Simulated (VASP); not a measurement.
A run of VASP 6.6.1:

Contents of INCAR:

```
SYSTEM = InAs
  ALGO = Normal
  EDIFF = 1E-7
  ENCUT = 520
  GGA = PE
  ISIF = 2
  ISMEAR = 0
  LASPH = .TRUE.
  LCHARG = .TRUE.
  LELF = .TRUE.
  LREAL = .FALSE.
  LVHAR = .TRUE.
  LWAVE = .FALSE.
  NBANDS = 16
  NELM = 80
  PREC = Accurate
  SIGMA = 0.012
```

File KPOINTS:

```
k-points
0
G
  8 8 8
  0 0 0
```

POSCAR

```
InAs
1.0
    0.0000000000      3.0180000000      3.0180000000
    3.0180000000      0.0000000000      3.0180000000
    3.0180000000      3.0180000000      0.0000000000
In As
1 1
Direct
    0.0000000000      0.0000000000      0.0000000000
    0.7500000000      0.7500000000      0.7500000000
```

Potentials or basis: VASP PAW PBE potentials, release 64 (In_d, As).

The run is started by

```bash
$ cat potpaw_PBE.64/In_d/POTCAR potpaw_PBE.64/As/POTCAR > POTCAR
$ mpirun -np 1 vasp_std > vasp.out
```

Hardware: 1 thread of AMD EPYC 7R13 (shared host).

Task: How long does it take, and how much memory?

Result: Wall time 47 s on 1 thread of AMD EPYC 7R13 (shared host), peak memory 0.16 GiB. Counts: scf iterations 14, k points 29.
